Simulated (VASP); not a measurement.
# Pt (Fm-3m) in VASP: further runs

The runs below take Pt through single point, relaxation of cell and atoms, with LDA.

All numbers are computed with VASP 6.6.1; they aren't measurements. Logs are shortened: lines on timing, memory, paths and dates and some standing lists are left out, and cuts for length are marked.

### 1 The cell of the first run

It takes space group Fm-3m (No. 225, cubic). The conventional cell has a = 3.894 Å, b = 3.894 Å, c = 3.894 Å, α = 90.00°, β = 90.00°, γ = 90.00°. Within 3.6 Å of Pt (site symmetry m-3m) lie 12 Pt at 2.75 Å.

### 2 Single point, LDA

Contents of INCAR:

```
SYSTEM = Pt
PREC = Accurate
ENCUT = 520
EDIFF = 1E-6
ISMEAR = 0
SIGMA = 0.1
LREAL = .False.
LASPH = .True.
NELM = 60
ALGO = Normal
ISIF = 2
LWAVE = .False.
LCHARG = .True.
LELF = .True.
LVHAR = .True.
NBANDS = 11
```

Contents of KPOINTS:

```
regular mesh
0
Gamma
  18 18 18
  0 0 0
```

Contents of POSCAR:

```
Pt
1.0
    0.0000000000      1.9468412803      1.9468412803
    1.9468412803      0.0000000000      1.9468412803
    1.9468412803      1.9468412803      0.0000000000
Pt
1
Direct
    0.0000000000      0.0000000000      0.0000000000
```

Potentials or basis: VASP PAW LDA potentials, release 64 (Pt).

The run is started by

```
$ cat potpaw_LDA.64/Pt/POTCAR > POTCAR
$ mpirun -np 1 vasp_std > vasp.out
```

OUTCAR:

```text
SYSTEM = Pt
   PREC = Accurate
   ENCUT = 520
   EDIFF = 1E-6
   ISMEAR = 0
   LREAL = .False.
   LASPH = .True.
   NELM = 60
   ISIF = 2

 ion  position               nearest neighbor table
   1  0.000  0.000  0.000-

  LATTYP: Found a face centered cubic cell.
 ALAT       =     3.8936825606

  Lattice vectors:

 A1 = (   0.0000000000,   1.9468412803,   1.9468412803)
 A2 = (   1.9468412803,   0.0000000000,   1.9468412803)
 A3 = (   1.9468412803,   1.9468412803,   0.0000000000)

Analysis of symmetry for initial positions (statically):
=====================================================================
 Subroutine PRICEL returns:
 Original cell was already a primitive cell.

 Routine SETGRP: Setting up the symmetry group for a
 face centered cubic supercell.

 Subroutine GETGRP returns: Found 48 space group operations
 (whereof 48 operations were pure point group operations)
 out of a pool of 48 trial point group operations.

The static configuration has the point symmetry O_h .

Analysis of symmetry for dynamics (positions and initial velocities):
=====================================================================
 Subroutine PRICEL returns:
 Original cell was already a primitive cell.

 Routine SETGRP: Setting up the symmetry group for a
 face centered cubic supercell.

 Subroutine GETGRP returns: Found 48 space group operations
 (whereof 48 operations were pure point group operations)
 out of a pool of 48 trial point group operations.

The dynamic configuration has the point symmetry O_h .

 Subroutine INISYM returns: Found 48 space group operations
 (whereof 48 operations are pure point group operations),
 and found     1 'primitive' translations

----------------------------------------------------------------------------------------

                                     Primitive cell

  volume of cell :      14.7578

  direct lattice vectors                    reciprocal lattice vectors
     0.000000000  1.946841280  1.946841280    -0.256826278  0.256826278  0.256826278
     1.946841280  0.000000000  1.946841280     0.256826278 -0.256826278  0.256826278
     1.946841280  1.946841280  0.000000000     0.256826278  0.256826278 -0.256826278

  length of vectors
     2.753249342  2.753249342  2.753249342     0.444836162  0.444836162  0.444836162

  position of ions in fractional coordinates (direct lattice)
     0.000000000  0.000000000  0.000000000

  ion indices of the primitive-cell ions
   primitive index   ion index
                 1           1
[... 72 lines left out ...]
   EDIFF  = 0.1E-05   stopping-criterion for ELM
   LREAL  =      F    real-space projection
   EDIFFG = 0.1E-04   stopping-criterion for IOM
   NSW    =      0    number of steps for IOM
   IBRION =     -1    ionic relax: 0-MD 1-quasi-New 2-CG
   NFREE  =      0    steps in history (QN), initial steepest desc. (CG)
   ISIF   =      2    stress and relaxation
   ISYM   =      2    0-nonsym 1-usesym 2-fastsym
   POTIM  = 0.5000    time-step for ionic-motion
   TEBEG  =    0.0;   TEEND  =   0.0 temperature during run
   PSTRESS=    0.0 pullay stress
   NELECT =      10.0000    total number of electrons
   NUPDOWN=      -1.0000    fix difference up-down
   EMIN   =  10.00;   EMAX   =-10.00  energy-range for DOS
   EFERMI =   0.00;   METHOD = LEGACY
   ISMEAR =     0;   SIGMA  =   0.10  broadening in eV -4-tet -1-fermi 0-gaus
   EFERMI_NEDOS =   21; number of points for ismear=-14 and -15
   IALGO  =     38    algorithm
   IMIX   =      4    mixing-type and parameters
     AMIX     =   0.40;   BMIX     =  1.00
     AMIX_MAG =   1.60;   BMIX_MAG =  1.00
  volume/ion in A,a.u.               =      14.76        99.59
  Fermi-wavevector in a.u.,A,eV,Ry     =   1.437919  2.717272 28.131539  2.067610
  Thomas-Fermi vector in A             =   2.556943
   LORBIT       =      0    0 simple, 1 ext, 2 COOP (PROOUT), +10 PAW based schemes
   GGA     = CA    functional components
   LHFCALC =     F    Hartree Fock is set to
   AEXX    =    0.0000 exact exchange contribution
   IVDW    =     0    specifies the selected vdW correction
   LEPSILON=     F    determine dielectric tensor
   LRPA    =     F    only Hartree local field effects (RPA)
 non-spin polarized calculation
 Gauss-broadening in eV      SIGMA  =   0.10
  energy-cutoff  :      520.00
  volume of cell :       14.76
 maximum number of plane-waves:       411
   NGX = 11   NGY = 11   NGZ = 11

 number of electron      10.0000000 magnetization

 Free energy of the ion-electron system (eV)
  ---------------------------------------------------
  ext. energy  EPLUGINS =         0.00000000
  ---------------------------------------------------
  free energy    TOTEN  =        -7.50701679 eV

  energy without entropy =       -7.49670865  energy(sigma->0) =       -7.50186272

 E-fermi :  11.5696     XC(G=0): -13.8137

 val. band max:       11.5649465137   @ k =  -0.3333   0.3889   0.1111
 cond. band min:      11.5808739973   @ k =   0.3889   0.2222   0.0000
 fundamental gap:      0.0159274836
 Fermi energy:        11.5696180829

 k-point     1 :       0.0000    0.0000    0.0000
  band No.  band energies     occupation
      1       1.0754      2.00000
      2       7.6102      2.00000
      3       7.6102      2.00000
      4       7.6102      2.00000
      5       9.8812      2.00000
      6       9.8812      2.00000
      7      26.1239      0.00000
      8      31.1683      0.00000
      9      31.1683      0.00000
     10      31.1683      0.00000
     11      36.7016      0.00000
[... 309 lines left out ...]
 k-point    24 :      -0.2222    0.0556    0.0000
  band No.  band energies     occupation
      1       3.1561      2.00000
      2       7.1041      2.00000
      3       8.0226      2.00000
      4       8.0917      2.00000
      5       9.6665      2.00000
      6      10.3786      2.00000
      7      25.3572      0.00000
      8      28.1611      0.00000
      9      32.8140      0.00000
     10      34.1745      0.00000
     11      35.4366      0.00000

 [... further k-points ...]
[... 5 lines left out ...]
  --------------------------------------------------------------------------------------
  -------------------------------------------------------------------------------------
  Total        0.0715927      0.0715927      0.0715927      0.0000000      0.0000000     -0.0000000
  in kB        7.7724438      7.7724438      7.7724438      0.0000000      0.0000000     -0.0000000
  external PRESSURE =       7.7724438 kB  Pullay stress =       0.0000000 kB

 VOLUME and BASIS-vectors are now :
 -----------------------------------------------------------------------------
  energy-cutoff  :      520.00
  volume of cell :       14.76
      direct lattice vectors                 reciprocal lattice vectors
     0.000000000  1.946841280  1.946841280    -0.256826278  0.256826278  0.256826278
     1.946841280  0.000000000  1.946841280     0.256826278 -0.256826278  0.256826278
     1.946841280  1.946841280  0.000000000     0.256826278  0.256826278 -0.256826278

 POSITION                                       TOTAL-FORCE (eV/Angst)
 -----------------------------------------------------------------------------------
      0.00000      0.00000      0.00000        -0.000000      0.000000     -0.000000
 -----------------------------------------------------------------------------------
    total drift:                                0.000000      0.000000      0.000000

  FREE ENERGIE OF THE ION-ELECTRON SYSTEM (eV)
  ---------------------------------------------------
  free  energy   TOTEN  =        -7.5070167918 eV

  energy  without entropy=       -7.4967086503  energy(sigma->0) =       -7.50186272
```

Run time: 13 s. Hardware: 1 thread of Intel Xeon Platinum 8559C (Emerald Rapids), shared host; peak memory 0.14 GiB.

What came out:

```yaml
Free_energy: -7.5070 eV
Pressure: 0.8 GPa
Band_gap_on_the_k_mesh: zero (band 5 reaches 12.08 eV, above the bottom of band 6 at 9.77 eV)
```

Caveat: spin-orbit coupling is left out, which moves the levels of the heavy elements.

### 3 Relaxation of cell and atoms, LDA

This run uses another cell than the first one, of 15.64 Å³/atom, 1.060 times its volume.

Contents of INCAR:

```
SYSTEM = Pt
  PREC = Accurate
  ENCUT = 600
  EDIFF = 1E-7
  ISMEAR = 0
  SIGMA = 0.1
  LREAL = .False.
  LASPH = .True.
  NELM = 60
  ALGO = Normal
  ISIF = 3
  LWAVE = .False.
  LCHARG = .False.
  GGA = CA
  IBRION = 2
  NSW = 70
  EDIFFG = -0.005
```

KPOINTS is that of step 2.

Contents of POSCAR:

```
Pt
1.0
    0.0000000000      1.9850569793      1.9850569793
    1.9850569793      0.0000000000      1.9850569793
    1.9850569793      1.9850569793      0.0000000000
Pt
1
Direct
    0.0000000000      0.0000000000      0.0000000000
```

Potentials or basis: VASP PAW LDA potentials, release 64 (Pt).

The run is started by

```
$ cat potpaw_LDA.64/Pt/POTCAR > POTCAR
$ mpirun -np 1 vasp_std > vasp.out
```

Run time: 47 s. Hardware: 1 thread of Intel Xeon Platinum 8559C (Emerald Rapids), shared host; peak memory 0.18 GiB.

It converged, with:

```yaml
Free_energy: -7.5073 eV
Relaxed_volume: 14.80 Å³/atom
Relaxed_cell: a = 2.756 Å, b = 2.756 Å, c = 2.756 Å, α = 60.00°, β = 60.00°, γ = 60.00°
Space_group_after_relaxing_to_0.05_Å: Fm-3m (No. 225)
Energy_gained_by_relaxing: 40.9 meV/atom
Ionic_steps: 7
Pressure_after_relaxing: 0.0 GPa
Band_gap_on_the_k_mesh: zero (band 5 reaches 12.02 eV, above the bottom of band 6 at 9.72 eV)
```

Step by step:
```tsv
step	energy change (eV)	largest force (eV/Å)	pressure (GPa)	volume (Å³)
1	0.0000	0.0000	-14.63	15.64
2	0.3855	0.0000	74.13	12.63
3	-0.0407	0.0000	-1.04	14.85
4	-0.0409	0.0000	-0.26	14.81
5	-0.0409	0.0000	0.08	14.80
6	-0.0409	0.0000	-0.19	14.81
7	-0.0409	0.0000	0.00	14.80
```

Final structure:
```xyz
1
Lattice="0.0000 1.9487 1.9487 1.9487 0.0000 1.9487 1.9487 1.9487 0.0000" Properties=species:S:1:pos:R:3 pbc="T T T"
Pt    0.0000    0.0000    0.0000
```

Levels at points of the mesh, in eV from the Fermi level:
| k point | band 2 | band 3 | band 4 | band 5 | band 6 | band 7 | band 8 | band 9 |
| --- | --- | --- | --- | --- | --- | --- | --- | --- |
| (0.00, 0.00, 0.00) | -3.94 | -3.94 | -3.94 | -1.68 | -1.68 | 14.56 | 19.59 | 19.59 |
| (0.50, 0.00, 0.00) | -4.00 | -4.00 | -0.56 | 0.04 | 0.04 | 5.97 | 14.14 | 19.02 |
| (0.50, 0.50, 0.00) | -6.86 | 0.03 | 0.51 | 0.51 | 1.73 | 9.07 | 11.39 | 11.39 |

Caveat: spin-orbit coupling is left out, which moves the levels of the heavy elements. LDA usually gives volumes a few per cent too small.

(Part 1 of 2 ends here.)
